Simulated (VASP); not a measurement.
# Ga2P (P4/nmm) in VASP: notebook, part 2 of 2

VASP 6.6.1. The steps go on from the part before.

### 4 Relaxation of cell and atoms, PBE

This run uses another cell than the first one, of 16.15 Å³/atom, 0.894 times its volume.

Contents of INCAR:

```
SYSTEM = Ga2P
PREC = Accurate
ENCUT = 600
EDIFF = 1E-6
ISMEAR = 0
SIGMA = 0.1
LREAL = .False.
LASPH = .True.
NELM = 80
ALGO = Normal
ISIF = 3
LWAVE = .False.
LCHARG = .False.
GGA = PE
IBRION = 2
NSW = 90
EDIFFG = -0.04
```

Contents of KPOINTS:

```
regular mesh
0
Gamma
  4 4 4
  0 0 0
```

Contents of POSCAR:

```
Ga2P
1.0
    3.9898914256      0.0000000000      0.0000000000
    0.0000000000      3.9898914256      0.0000000000
    0.0000000000      0.0000000000      6.0877827339
Ga P
4 2
Direct
    0.0000000000      0.0000000000      0.0000000000
    0.5000000000      0.5000000000      0.0000000000
    0.0000000000      0.5000000000      0.2700000000
    0.5000000000      0.0000000000      0.7300000000
    0.0000000000      0.5000000000      0.7000000000
    0.5000000000      0.0000000000      0.3000000000
```

Potentials or basis: VASP PAW PBE potentials, release 64 (Ga_d, P).

Run with:

```sh
$ cat potpaw_PBE.64/Ga_d/POTCAR potpaw_PBE.64/P/POTCAR > POTCAR
$ mpirun -np 1 vasp_std > vasp.out
```

OUTCAR:

```text
SYSTEM = Ga2P
   PREC = Accurate
   ENCUT = 600
   EDIFF = 1E-6
   ISMEAR = 0
   LREAL = .False.
   LASPH = .True.
   NELM = 80
   ISIF = 3
   GGA = PE
   IBRION = 2
   NSW = 90
   EDIFFG = -0.04

 ion  position               nearest neighbor table
   1  0.000  0.000  0.000-   3 2.58   4 2.58   3 2.58   4 2.58   5 2.70   5 2.70   6 2.70   6 2.70
                             2 2.82   2 2.82   2 2.82   2 2.82
   2  0.500  0.500  0.000-   3 2.58   4 2.58   4 2.58   3 2.58   5 2.70   6 2.70   6 2.70   5 2.70
                             1 2.82   1 2.82   1 2.82   1 2.82
   3  0.000  0.500  0.270-   1 2.58   2 2.58   1 2.58   2 2.58   5 2.62   6 2.83   6 2.83   6 2.83
                             6 2.83
   4  0.500  0.000  0.730-   1 2.58   2 2.58   2 2.58   1 2.58   6 2.62   5 2.83   5 2.83   5 2.83
                             5 2.83
   5  0.000  0.500  0.700-   3 2.62   2 2.70   1 2.70   1 2.70   2 2.70   4 2.83   4 2.83   4 2.83
                             4 2.83
   6  0.500  0.000  0.300-   4 2.62   2 2.70   1 2.70   2 2.70   1 2.70   3 2.83   3 2.83   3 2.83
                             3 2.83

  LATTYP: Found a simple tetragonal cell.
 ALAT       =     3.9898914256
 C/A-ratio  =     1.5258016032

  Lattice vectors:

 A1 = (   3.9898914256,   0.0000000000,   0.0000000000)
 A2 = (   0.0000000000,   3.9898914256,   0.0000000000)
 A3 = (   0.0000000000,   0.0000000000,   6.0877827339)

Analysis of symmetry for initial positions (statically):
=====================================================================
 Subroutine PRICEL returns:
 Original cell was already a primitive cell.

 Routine SETGRP: Setting up the symmetry group for a
 simple tetragonal supercell.

 Subroutine GETGRP returns: Found 16 space group operations
 (whereof  8 operations were pure point group operations)
 out of a pool of 16 trial point group operations.

The static configuration has the point symmetry D_2d.
 The point group associated with its full space group is D_4h.

Analysis of symmetry for dynamics (positions and initial velocities):
=====================================================================
 Subroutine PRICEL returns:
 Original cell was already a primitive cell.

[... 135 lines left out ...]
   LHFCALC =     F    Hartree Fock is set to
   AEXX    =    0.0000 exact exchange contribution
   IVDW    =     0    specifies the selected vdW correction
   LEPSILON=     F    determine dielectric tensor
   LRPA    =     F    only Hartree local field effects (RPA)
 conjugate gradient relaxation of ions
 non-spin polarized calculation
 Gauss-broadening in eV      SIGMA  =   0.10
  energy-cutoff  :      600.00
  volume of cell :       96.91
 maximum number of plane-waves:      3288
 NGX is ok and might be reduce to    32
   NGX = 15   NGY = 15   NGZ = 25

--------------------------------------- Ionic step        1  -------------------------------------------

 number of electron      61.9999971 magnetization

 Free energy of the ion-electron system (eV)
  ---------------------------------------------------
  ext. energy  EPLUGINS =         0.00000000
  ---------------------------------------------------
  free energy    TOTEN  =       -19.96132145 eV

  energy without entropy =      -19.94422011  energy(sigma->0) =      -19.95277078

------------------------ aborting loop because EDIFF is reached ----------------------------------------

  FORCE on cell =-STRESS in cart. coord.  units (eV):
  Direction    XX          YY          ZZ          XY          YZ          ZX
  --------------------------------------------------------------------------------------
  -------------------------------------------------------------------------------------
  Total        7.6779498      7.6779498      8.8632164      0.0000000      0.0000000      0.0000000
  in kB      126.9330010    126.9330010    146.5280045      0.0000000      0.0000000      0.0000000
  external PRESSURE =     133.4646689 kB  Pullay stress =       0.0000000 kB
[... 101 lines left out ...]
  FREE ENERGIE OF THE ION-ELECTRON SYSTEM (eV)
  ---------------------------------------------------
  free  energy   TOTEN  =       -20.9929253537 eV

  energy  without entropy=      -20.9724367724  energy(sigma->0) =      -20.98268106

[... ionic steps 4 to 19 ...]

--------------------------------------- Ionic step       20  -------------------------------------------

 number of electron      61.9999964 magnetization

------------------------ aborting loop because EDIFF is reached ----------------------------------------
[... 75 lines left out ...]
--------------------------------------- Ionic step       22  -------------------------------------------

 number of electron      61.9999991 magnetization

 Free energy of the ion-electron system (eV)
  ---------------------------------------------------
  ext. energy  EPLUGINS =         0.00000000
  ---------------------------------------------------
  free energy    TOTEN  =       -21.93729505 eV

  energy without entropy =      -21.93392121  energy(sigma->0) =      -21.93560813

 E-fermi :   6.1023     XC(G=0): -10.8986

 val. band max:        6.0737087423   @ k =   0.0000   0.0000   0.2500
 cond. band min:       6.3557522057   @ k =   0.2500   0.0000   0.0000
 fundamental gap:      0.2820434633
 Fermi energy:         6.1022896529

 k-point     1 :       0.0000    0.0000    0.0000
  band No.  band energies     occupation
      1      -9.3646      2.00000
      2      -9.2168      2.00000
      3      -9.1954      2.00000
      4      -9.0537      2.00000
      5      -9.0537      2.00000
      6      -8.8649      2.00000
[... 742 lines left out ...]
  FREE ENERGIE OF THE ION-ELECTRON SYSTEM (eV)
  ---------------------------------------------------
  free  energy   TOTEN  =       -21.9372950485 eV

  energy  without entropy=      -21.9339212066  energy(sigma->0) =      -21.93560813

 reached required accuracy - stopping structural energy minimisation
```

OSZICAR:

```text
N       E                     dE             d eps       ncg     rms          rms(c)
DAV:   1     0.525271624431E+03    0.52527E+03   -0.32319E+04  1414   0.323E+03
DAV:   2     0.534066765208E+02   -0.47186E+03   -0.46051E+03  1380   0.656E+02
DAV:   3    -0.159314113643E+02   -0.69338E+02   -0.66230E+02  1545   0.182E+02
DAV:   4    -0.201806359483E+02   -0.42492E+01   -0.40972E+01  1607   0.415E+01
[... 222 lines left out ...]
DAV:   3    -0.219374991313E+02    0.23210E-02   -0.59363E-03  1910   0.756E-01    0.613E-02
DAV:   4    -0.219373290987E+02    0.17003E-03   -0.73875E-04  1440   0.236E-01    0.245E-02
DAV:   5    -0.219372981954E+02    0.30903E-04   -0.57345E-05  2062   0.689E-02    0.664E-03
DAV:   6    -0.219372951044E+02    0.30910E-05   -0.12620E-05  1409   0.412E-02    0.315E-03
DAV:   7    -0.219372950485E+02    0.55834E-07   -0.59447E-07   781   0.677E-03
  22 F= -.21937295E+02 E0= -.21935608E+02  d E =-.778191E-02
```

CONTCAR:

```text
Ga2P
   1.00000000000000
     3.6922652121011299   -0.0000000000000000    0.0000000000000000
    -0.0000000000000000    3.6922652121011299   -0.0000000000000000
     0.0000000000000000   -0.0000000000000000    7.9462536346044219
  Ga              P
     4     2
Direct
     0.0000000000000000    0.0000000000000000    0.0000000000000000
     0.5000000000000000    0.5000000000000000    0.0000000000000000
     0.0000000000000000    0.5000000000000000    0.3595302814486351
     0.5000000000000000    1.0000000000000000    0.6404697185513648
     0.0000000000000000    0.5000000000000000    0.6823019045380100
     0.5000000000000000    0.0000000000000000    0.3176980954619901

  0.00000000E+00  0.00000000E+00  0.00000000E+00
  0.00000000E+00  0.00000000E+00  0.00000000E+00
  0.00000000E+00  0.00000000E+00  0.00000000E+00
  0.00000000E+00  0.00000000E+00  0.00000000E+00
  0.00000000E+00  0.00000000E+00  0.00000000E+00
  0.00000000E+00  0.00000000E+00  0.00000000E+00
```

It took 10 min on 1 thread of Intel Xeon 6975P-C (Granite Rapids), shared host; peak memory 0.25 GiB.

What came out:

```yaml
Free_energy: -21.9373 eV
Relaxed_volume: 18.05 Å³/atom
Relaxed_cell: a = 3.692 Å, b = 3.692 Å, c = 7.946 Å, α = 90.00°, β = 90.00°, γ = 90.00°
Space_group_after_relaxing_to_0.05_Å: P4/nmm (No. 129)
Energy_gained_by_relaxing: 329.3 meV/atom
Ionic_steps: 22
Pressure_after_relaxing: 0.1 GPa
Largest_force_after_relaxing: 0.040 eV/Å
Band_gap_on_the_k_mesh: zero (band 31 reaches 8.57 eV, above the bottom of band 32 at 2.48 eV)
```

Forces in eV/Å, atoms in the order of the input:
```
Ga   0.000  0.000  0.000
Ga   0.000  0.000  0.000
Ga   0.000  0.000  0.015
Ga   0.000  0.000 -0.015
P    0.000  0.000 -0.040
P    0.000  0.000  0.040
```

Stress tensor (GPa, compression positive):
```
 0.22  0.00  0.00
 0.00  0.22  0.00
 0.00  0.00 -0.28
```

The path:
```tsv
step	energy change (eV)	largest force (eV/Å)	pressure (GPa)	volume (Å³)
1	0.0000	2.5173	13.35	96.91
2	-1.0316	1.2179	-2.43	117.03
3	-1.0316	1.2288	-2.46	116.91
4	-1.2198	0.7902	-1.50	114.19
5	-1.2831	0.5792	0.81	110.93
6	-1.2895	0.3669	0.17	111.77
7	-1.3668	0.2821	0.02	111.40
8	-1.6702	0.3567	-0.15	109.99
9	-1.7459	0.7236	1.50	105.93
10	-1.8295	0.6392	0.05	107.80
11	-1.8771	0.5485	-1.34	110.10
12	-1.8782	0.5633	-1.12	109.65
13	-1.9127	0.4091	0.00	108.09
14	-1.9151	0.3443	0.54	107.54
15	-1.9411	0.2061	0.33	107.97
16	-1.9539	0.2903	0.21	108.55
17	-1.9638	0.1905	-0.30	109.19
18	-1.9672	0.0684	-1.16	110.40
19	-1.9682	0.0715	-0.92	110.02
20	-1.9739	0.0450	-0.51	109.20
21	-1.9752	0.0419	0.32	107.83
22	-1.9760	0.0397	0.05	108.33
```

Final structure:
```
CELL_PARAMETERS angstrom
3.69227 0.00000 0.00000
0.00000 3.69227 0.00000
0.00000 0.00000 7.94625
ATOMIC_POSITIONS crystal
Ga 0.00000 0.00000 0.00000
Ga 0.50000 0.50000 0.00000
Ga 0.00000 0.50000 0.35953
Ga 0.50000 0.00000 0.64047
P 0.00000 0.50000 0.68230
P 0.50000 0.00000 0.31770
```

Levels at points of the mesh, in eV from the Fermi level:
```
           k point  band 27  band 28  band 29  band 30  band 31  band 32  band 33  band 34  band 35  band 36
(0.00, 0.00, 0.00)    -2.39    -1.82    -0.96    -0.96    -0.16     0.75     0.75     0.80     1.83     3.90
(0.50, 0.00, 0.00)    -1.03    -1.03    -0.21    -0.21     0.85     0.85     2.32     2.32     3.09     3.09
(0.50, 0.50, 0.00)    -4.05    -4.05    -4.04    -4.04    -3.63    -3.63     0.77     0.77     3.12     3.12
(0.00, 0.00, 0.50)    -2.18    -1.46    -1.46    -1.09     0.48     0.85     1.25     1.25     2.86     3.15
(0.50, 0.00, 0.50)    -2.96    -2.96    -0.18    -0.18     2.47     2.47     2.61     2.61     3.04     3.04
(0.50, 0.50, 0.50)    -5.37    -5.37    -2.41    -2.41    -2.37    -2.37    -1.19    -1.19     1.46     1.46
```

Caveat: the k points lie up to 0.43 Å⁻¹ apart in the final cell.

### 5 Summary

```tsv
task	cell	k mesh	cutoff (eV)	gap on the mesh (eV)	pressure (GPa)	largest force (eV/Å)
single point	a = 3.698, b = 3.698, c = 7.927 Å, 6 atoms	4 × 4 × 4	520	none	0.1	-
single point	a = 3.715, b = 3.715, c = 7.869 Å, 6 atoms	6 × 6 × 4	520	none	0.4	0.06
relaxation of cell and atoms	relaxed from a = 3.990, b = 3.990, c = 6.088 Å, 6 atoms	4 × 4 × 4	600	none	0.1	0.04
```

Alike in all rows: level PBE; potentials or basis VASP PAW PBE potentials, release 64 (Ga_d, P); no spin polarisation; smearing gaussian 0.1 eV.

Caveats: some runs use coarse meshes.

Absolute energies hang on the potentials; compare differences alone.
